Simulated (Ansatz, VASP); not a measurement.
Two plane-wave programs on AlSn

```
Al Sn
1.0
     4.21291    0.00000    0.00000
    -2.10646    3.64849    0.00000
     0.00000    0.00000    3.15323
Al Sn
1 1
Cartesian
  0.0000 0.0000 0.0000
  0.0000 2.4323 1.5766
```

Alike in both runs: functional PBEsol; k mesh 3 × 3 × 2; occupations gaussian, width 0.1 eV; no spin polarisation.

Ansatz relaxed the structure, and its values are those at the end. VASP's run is a single point on that final structure, the one shown.

```csv
,VASP,Ansatz
version,VASP 6.6.1,Ansatz 0.2.0
potentials or method,"VASP PAW PBE potentials, release 64 (Al, Sn_d), cutoff 500 eV","scalar-relativistic, plane waves, PAW"
valence electrons in the cell,17,17
```

|  | VASP | Ansatz | Ansatz less VASP |
| --- | --- | --- | --- |
| pressure (GPa) | -0.1 | 0.0 | +0.05 |

VASP's potentials were made for PBE, not for PBEsol.

The k mesh is coarse, so the values compare programs but aren't converged.
